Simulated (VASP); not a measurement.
# BaTiO3 (P4/mmm) in VASP: further runs

The runs below take BaTiO3 through relaxation of the atoms, with PBE.

Everything below comes from runs of VASP 6.6.1. Logs are shortened: lines on timing, memory, paths and dates and some standing lists are left out, and cuts for length are marked.

## Step 1: The cell of the first run

It takes space group P4/mmm (No. 123, tetragonal). The conventional cell has a = 4.006 Å, b = 4.006 Å, c = 3.966 Å, α = 90.00°, β = 90.00°, γ = 90.00°. Ba (site symmetry 4/mmm) has 12 O at 2.82 to 2.83 Å and 8 Ti at 3.46 Å within 3.7 Å. Within 2.6 Å of Ti (site symmetry 4/mmm) lie 6 O at 1.98 to 2.00 Å. Within 2.7 Å of O (site symmetry mmm) lie 2 Ti at 2.00 Å. O (site symmetry 4/mmm) has 2 Ti at 1.98 Å within 2.6 Å.

## Step 2: Relaxation of the atoms, PBE (z stretched by -1 %)

Input file INCAR:

```
ALGO = Normal ; EDIFF = 1E-7
EDIFFG = -0.02 ; ENCUT = 520
GGA = PE ; IBRION = 2
ISIF = 2 ; ISMEAR = -1
LASPH = True ; LCHARG = False
LREAL = False ; LWAVE = False
NELM = 60 ; NSW = 80
PREC = Accurate ; SIGMA = 0.02
```

Input file KPOINTS:

```
k-points
0
Gamma
  8 8 8
```

Input file POSCAR:

```
BaTiO3
1.0
    4.0060000000      0.0000000000      0.0000000000
    0.0000000000      4.0060000000      0.0000000000
    0.0000000000      0.0000000000      3.9659400000
Ba Ti O
1 1 3
Direct
    0.5000000000      0.5000000000      0.5000000000
    0.0000000000      0.0000000000      0.0000000000
    0.5000000000      0.0000000000      0.0000000000
    0.0000000000      0.5000000000      0.0000000000
    0.0000000000      0.0000000000      0.5000000000
```

Potentials or basis: VASP PAW PBE potentials, release 64 (Ba_sv, Ti_sv, O).

On the command line:

```bash
cat potpaw_PBE.64/Ba_sv/POTCAR potpaw_PBE.64/Ti_sv/POTCAR potpaw_PBE.64/O/POTCAR > POTCAR
mpirun -np 1 vasp_std > vasp.out
```

OUTCAR:

```text
EDIFF = 1E-7
   EDIFFG = -0.02
   ENCUT = 520
   GGA = PE
   IBRION = 2
   ISIF = 2
   ISMEAR = -1
   LASPH = True
   LREAL = False
   NELM = 60
   NSW = 80
   PREC = Accurate

 ion  position               nearest neighbor table
   1  0.500  0.500  0.500-   3 2.82   4 2.82   3 2.82   4 2.82   3 2.82   3 2.82   4 2.82   4 2.82
                             5 2.83   5 2.83   5 2.83   5 2.83   2 3.46   2 3.46   2 3.46   2 3.46
   2  0.000  0.000  0.000-   5 1.98   5 1.98   3 2.00   4 2.00   4 2.00   3 2.00   1 3.46   1 3.46
                             1 3.46   1 3.46   1 3.46   1 3.46   1 3.46   1 3.46
   3  0.500  0.000  0.000-   2 2.00   2 2.00   1 2.82   1 2.82   1 2.82   1 2.82
   4  0.000  0.500  0.000-   2 2.00   2 2.00   1 2.82   1 2.82   1 2.82   1 2.82
   5  0.000  0.000  0.500-   2 1.98   2 1.98   1 2.83   1 2.83   1 2.83   1 2.83

  LATTYP: Found a simple tetragonal cell.
 ALAT       =     4.0060000000
 C/A-ratio  =     0.9900000000

  Lattice vectors:

 A1 = (   4.0060000000,   0.0000000000,   0.0000000000)
 A2 = (   0.0000000000,   4.0060000000,   0.0000000000)
 A3 = (   0.0000000000,   0.0000000000,   3.9659400000)

Analysis of symmetry for initial positions (statically):
=====================================================================
 Subroutine PRICEL returns:
 Original cell was already a primitive cell.

 Routine SETGRP: Setting up the symmetry group for a
 simple tetragonal supercell.

 Subroutine GETGRP returns: Found 16 space group operations
 (whereof 16 operations were pure point group operations)
 out of a pool of 16 trial point group operations.

The static configuration has the point symmetry D_4h.

Analysis of symmetry for dynamics (positions and initial velocities):
=====================================================================
 Subroutine PRICEL returns:
 Original cell was already a primitive cell.

 Routine SETGRP: Setting up the symmetry group for a
 simple tetragonal supercell.

 Subroutine GETGRP returns: Found 16 space group operations
 (whereof 16 operations were pure point group operations)
 out of a pool of 16 trial point group operations.

The dynamic configuration has the point symmetry D_4h.

 Subroutine INISYM returns: Found 16 space group operations
 (whereof 16 operations are pure point group operations),
 and found     1 'primitive' translations

----------------------------------------------------------------------------------------

                                     Primitive cell

  volume of cell :      63.6455

  direct lattice vectors                    reciprocal lattice vectors
     4.006000000  0.000000000  0.000000000     0.249625562  0.000000000  0.000000000
     0.000000000  4.006000000  0.000000000     0.000000000  0.249625562  0.000000000
     0.000000000  0.000000000  3.965940000     0.000000000  0.000000000  0.252147032

  length of vectors
     4.006000000  4.006000000  3.965940000     0.249625562  0.249625562  0.252147032

  position of ions in fractional coordinates (direct lattice)
     0.500000000  0.500000000  0.500000000
     0.000000000  0.000000000  0.000000000
     0.500000000  0.000000000  0.000000000
     0.000000000  0.500000000  0.000000000
     0.000000000  0.000000000  0.500000000

  ion indices of the primitive-cell ions
   primitive index   ion index
                 1           1
                 2           2
                 3           3
                 4           4
                 5           5

----------------------------------------------------------------------------------------

 KPOINTS: k-points

Automatic generation of k-mesh.
 Grid dimensions read from file:
 generate k-points for:    8    8    8

 Generating k-lattice:

  Cartesian coordinates                     Fractional coordinates (reciprocal lattice)
     0.031203195  0.000000000  0.000000000     0.125000000  0.000000000  0.000000000
     0.000000000  0.031203195  0.000000000     0.000000000  0.125000000  0.000000000
     0.000000000  0.000000000  0.031518379     0.000000000  0.000000000  0.125000000

  Length of vectors
     0.031203195  0.031203195  0.031518379

  Shift w.r.t. Gamma in fractional coordinates (k-lattice)
     0.000000000  0.000000000  0.000000000

 Subroutine IBZKPT returns following result:
 ===========================================

 Found     75 irreducible k-points:

 Following reciprocal coordinates:
            Coordinates               Weight
  0.000000  0.000000  0.000000      1.000000
  0.125000  0.000000  0.000000      4.000000
  0.250000  0.000000  0.000000      4.000000
  0.375000  0.000000  0.000000      4.000000
  0.500000  0.000000  0.000000      2.000000
  0.125000  0.125000  0.000000      4.000000
[... 16 lines left out ...]
  0.375000  0.125000  0.125000     16.000000
  0.500000  0.125000  0.125000      8.000000
 [... further k-points ...]
   k-points           NKPTS =     75   k-points in BZ     NKDIM =     75   number of bands    NBANDS=     24
   number of dos      NEDOS =    301   number of ions     NIONS =      5
   total plane-waves  NPLWV =  27000
   dimension x,y,z NGX =    30 NGY =   30 NGZ =   30
   dimension x,y,z NGXF=    60 NGYF=   60 NGZF=   60
   ions per type =               1   1   3
   NGX,Y,Z   is equivalent  to a cutoff of  12.45, 12.45, 12.58 a.u.
   NGXF,Y,Z  is equivalent  to a cutoff of  24.90, 24.90, 25.15 a.u.
 SYSTEM =  unknown system
   PREC   = accura    normal or accurate (medium, high low for compatibility)
   ISTART =      0    job   : 0-new  1-cont  2-samecut
   ICHARG =      2    charge: 1-file 2-atom 10-const
   ISPIN  =      1    spin polarized calculation?
   LNONCOLLINEAR =      F non collinear calculations
   LSORBIT =      F    spin-orbit coupling
   LASPH  =      T    aspherical Exc in radial PAW
   ENCUT  =  520.0 eV  38.22 Ry    6.18 a.u.   7.45  7.45  7.37*2*pi/ulx,y,z
   NELM   =     60;   NELMIN=  2; NELMDL= -5     # of ELM steps
   EDIFF  = 0.1E-06   stopping-criterion for ELM
   LREAL  =      F    real-space projection
   EDIFFG = -.2E-01   stopping-criterion for IOM
   NSW    =     80    number of steps for IOM
   IBRION =      2    ionic relax: 0-MD 1-quasi-New 2-CG
   NFREE  =      1    steps in history (QN), initial steepest desc. (CG)
   ISIF   =      2    stress and relaxation
   ISYM   =      2    0-nonsym 1-usesym 2-fastsym
   POTIM  = 0.5000    time-step for ionic-motion
   TEBEG  =    0.0;   TEEND  =   0.0 temperature during run
   PSTRESS=    0.0 pullay stress
   NELECT =      40.0000    total number of electrons
   NUPDOWN=      -1.0000    fix difference up-down
   EMIN   =  10.00;   EMAX   =-10.00  energy-range for DOS
   EFERMI =   0.00;   METHOD = LEGACY
   ISMEAR =    -1;   SIGMA  =   0.02  broadening in eV -4-tet -1-fermi 0-gaus
   EFERMI_NEDOS =   21; number of points for ismear=-14 and -15
   IALGO  =     38    algorithm
   IMIX   =      4    mixing-type and parameters
     AMIX     =   0.40;   BMIX     =  1.00
     AMIX_MAG =   1.60;   BMIX_MAG =  1.00
  volume/ion in A,a.u.               =      12.73        85.90
  Fermi-wavevector in a.u.,A,eV,Ry     =   1.402293  2.649950 26.754852  1.966426
  Thomas-Fermi vector in A             =   2.525069
   LORBIT       =      0    0 simple, 1 ext, 2 COOP (PROOUT), +10 PAW based schemes
   GGA     = PE    functional components
   LHFCALC =     F    Hartree Fock is set to
   AEXX    =    0.0000 exact exchange contribution
   IVDW    =     0    specifies the selected vdW correction
   LEPSILON=     F    determine dielectric tensor
   LRPA    =     F    only Hartree local field effects (RPA)
 conjugate gradient relaxation of ions
 non-spin polarized calculation
  energy-cutoff  :      520.00
  volume of cell :       63.65
 maximum number of plane-waves:      1743
 NGX is ok and might be reduce to    30
   NGX = 15   NGY = 15   NGZ = 15

 number of electron      39.9999978 magnetization

 Free energy of the ion-electron system (eV)
  ---------------------------------------------------
  ext. energy  EPLUGINS =         0.00000000
  ---------------------------------------------------
  free energy    TOTEN  =       -39.94998453 eV

  energy without entropy =      -39.94998453  energy(sigma->0) =      -39.94998453

 E-fermi :   4.3089     XC(G=0): -11.2994

 val. band max:        3.8996701201   @ k =   0.5000   0.5000   0.5000
 cond. band min:       5.6386304047   @ k =   0.0000   0.0000   0.0000
 fundamental gap:      1.7389602846
 Fermi energy:         4.3088732070

 k-point     1 :       0.0000    0.0000    0.0000
  band No.  band energies     occupation
      1     -52.7151      2.00000
      2     -28.9332      2.00000
      3     -28.9287      2.00000
      4     -28.9287      2.00000
      5     -20.9049      2.00000
      6     -13.0221      2.00000
[... 16 lines left out ...]
     23       5.6576      0.00000
     24       7.8116      0.00000

 k-point     2 :       0.1250    0.0000    0.0000
  band No.  band energies     occupation
      1     -52.7149      2.00000
      2     -28.9364      2.00000
      3     -28.9329      2.00000
      4     -28.9285      2.00000
      5     -20.8875      2.00000
      6     -13.0359      2.00000
[... 16 lines left out ...]
     23       5.9748      0.00000
     24       7.8614      0.00000

 k-point     3 :       0.2500    0.0000    0.0000
  band No.  band energies     occupation
      1     -52.7146      2.00000
      2     -28.9549      2.00000
      3     -28.9322      2.00000
      4     -28.9278      2.00000
      5     -20.8448      2.00000
      6     -13.1115      2.00000
[... 16 lines left out ...]
     23       6.6141      0.00000
     24       7.8662      0.00000
[... 514 lines left out ...]
 k-point    23 :       0.3750    0.1250    0.1250
  band No.  band energies     occupation
      1     -52.7139      2.00000
      2     -28.9723      2.00000
      3     -28.9397      2.00000
      4     -28.9342      2.00000
      5     -20.7763      2.00000
      6     -13.0890      2.00000
[... 16 lines left out ...]
     23       7.2150      0.00000
     24       8.5228      0.00000

 k-point    24 :       0.5000    0.1250    0.1250
  band No.  band energies     occupation
      1     -52.7138      2.00000
      2     -28.9798      2.00000
      3     -28.9394      2.00000
      4     -28.9339      2.00000
      5     -20.7598      2.00000
      6     -13.1255      2.00000
[... 16 lines left out ...]
     23       7.4214      0.00000
     24       8.5166      0.00000

 [... further k-points ...]

------------------------ aborting loop because EDIFF is reached ----------------------------------------

  FORCE on cell =-STRESS in cart. coord.  units (eV):
  Direction    XX          YY          ZZ          XY          YZ          ZX
  --------------------------------------------------------------------------------------
  -------------------------------------------------------------------------------------
  Total        1.8252282      1.8252282      2.6486120      0.0000000      0.0000000      0.0000000
  in kB       45.9472713     45.9472713     66.6746742      0.0000000      0.0000000      0.0000000
  external PRESSURE =      52.8564056 kB  Pullay stress =       0.0000000 kB

 VOLUME and BASIS-vectors are now :
 -----------------------------------------------------------------------------
  energy-cutoff  :      520.00
  volume of cell :       63.65
      direct lattice vectors                 reciprocal lattice vectors
     4.006000000  0.000000000  0.000000000     0.249625562  0.000000000  0.000000000
     0.000000000  4.006000000  0.000000000     0.000000000  0.249625562  0.000000000
     0.000000000  0.000000000  3.965940000     0.000000000  0.000000000  0.252147032

 POSITION                                       TOTAL-FORCE (eV/Angst)
 -----------------------------------------------------------------------------------
      2.00300      2.00300      1.98297         0.000000      0.000000      0.000000
      0.00000      0.00000      0.00000         0.000000      0.000000      0.000000
      2.00300      0.00000      0.00000         0.000000      0.000000      0.000000
      0.00000      2.00300      0.00000         0.000000      0.000000      0.000000
      0.00000      0.00000      1.98297         0.000000      0.000000      0.000000
 -----------------------------------------------------------------------------------
    total drift:                                0.000000     -0.000000      0.000000

  FREE ENERGIE OF THE ION-ELECTRON SYSTEM (eV)
  ---------------------------------------------------
  free  energy   TOTEN  =       -39.9499845273 eV

  energy  without entropy=      -39.9499845273  energy(sigma->0) =      -39.94998453

 reached required accuracy - stopping structural energy minimisation
```

Run time: 2.3 min. Hardware: 1 thread of Oxide Virtual Turin-like, shared host; peak memory 0.22 GiB.

What came out:

```yaml
Free_energy: -39.9500 eV
Pressure_after_relaxing: 5.3 GPa
Band_gap_on_the_k_mesh: 1.74 eV (least direct gap 1.88 eV)
```

Final structure:
```cif
data_structure
_symmetry_space_group_name_H-M 'P 1'
_symmetry_Int_Tables_number 1
_cell_length_a 4.0060
_cell_length_b 4.0060
_cell_length_c 3.9659
_cell_angle_alpha 90.000
_cell_angle_beta 90.000
_cell_angle_gamma 90.000
_cell_volume 63.65
loop_
_atom_site_label
_atom_site_type_symbol
_atom_site_fract_x
_atom_site_fract_y
_atom_site_fract_z
_atom_site_occupancy
Ba1 Ba 0.50000 0.50000 0.50000 1
Ti1 Ti 0.00000 0.00000 0.00000 1
O1 O 0.50000 0.00000 0.00000 1
O2 O 0.00000 0.50000 0.00000 1
O3 O 0.00000 0.00000 0.50000 1
```

Caveat: the cell differs from its parent crystal (z stretched by -1 %); the relaxation stopped at its first step, so nothing moved; spin-orbit coupling is left out, which moves the levels of the heavy elements. A k mesh can miss the band edges.

[end of part 1 of 2]
